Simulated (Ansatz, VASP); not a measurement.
# One calculation of CoH4, two programs

File INCAR:

```
SYSTEM = CoH4
PREC = Accurate ; ENCUT = 600
EDIFF = 1E-6 ; ISMEAR = 0
SIGMA = 0.1 ; LREAL = .FALSE.
LASPH = .TRUE. ; NELM = 60
ALGO = Normal ; ISIF = 3
LWAVE = .FALSE. ; LCHARG = .FALSE.
GGA = PE ; IBRION = 2
NSW = 100 ; EDIFFG = -0.01
```

KPOINTS

```
regular mesh
0
G
  12 12 12
  0 0 0
```

Contents of POSCAR:

```
CoH4
1.0
    1.2822269294      0.7402940629      4.7642472243
   -1.2822269294      0.7402940629      4.7642472243
    0.0000000000     -1.4805881257      4.7642472243
Co H
1 4
Direct
    0.0000000000      0.0000000000      0.0000000000
    0.6018024326      0.6018024326      0.6018024326
    0.1069392542      0.1069392542      0.1069392542
    0.8930607458      0.8930607458      0.8930607458
    0.3981975674      0.3981975674      0.3981975674
```

Input for Ansatz:

```yaml
crystal:
  lattice:
    - [1.2822269294, 0.7402940629, 4.7642472243]
    - [-1.2822269294, 0.7402940629, 4.7642472243]
    - [0.0, -1.4805881257, 4.7642472243]
  atoms:
    - { symbol: Co, position: [0.0, 0.0, 0.0] }
    - { symbol: H, position: [0.6018024326, 0.6018024326, 0.6018024326] }
    - { symbol: H, position: [0.1069392542, 0.1069392542, 0.1069392542] }
    - { symbol: H, position: [0.8930607458, 0.8930607458, 0.8930607458] }
    - { symbol: H, position: [0.3981975674, 0.3981975674, 0.3981975674] }
basis:
  ecutwfc: 420
kpoints:
  mp_grid: { grid: [12, 12, 12] }
hamiltonian:
  xc: pbe
scf:
  occupations: { method: gaussian, width: 0.1 }
output:
  forces: true
  stress: true
  eigenvalues: true
  write_density: true
  write_potential: true
  elf: true
  volumetric_format: npy
relax:
  adjacent_minimum: "off"
  f_tol: 0.01
  max_steps: 80
  cell: { stress_tol: 0.05 }
```

Alike in both runs: task relaxation of cell and atoms; functional PBE; k mesh 12 × 12 × 12; occupations gaussian, width 0.1 eV; no spin polarisation.

|  | VASP | Ansatz |
| --- | --- | --- |
| version | VASP 6.6.1 | Ansatz 0.2.0 |
| potentials or method | VASP PAW PBE potentials, release 64 (Co, H), cutoff 600 eV | scalar-relativistic, plane waves, PAW |
| valence electrons in the cell | 13 | 21 |

VASP gave:

| Item | Value |
| --- | --- |
| gap on the k mesh at the Fermi level, each at its own relaxed structure (eV) | none |
| relaxed volume (Å³/atom) | 5.42 |
| relaxed length of the cell vector where the two differ most in proportion (Å) | 5.002 |

**Question.** What did Ansatz give for the same quantities?

**Answer.** gap on the k mesh at the Fermi level, each at its own relaxed structure (eV): none; relaxed volume (Å³/atom): 5.56; relaxed length of the cell vector where the two differ most in proportion (Å): 5.109.

A gap of «none» marks a metal or a gap that the smearing closes. VASP's potentials hold 13 valence electrons a cell and Ansatz's 21, so a difference there can come from the potentials and not from the codes.
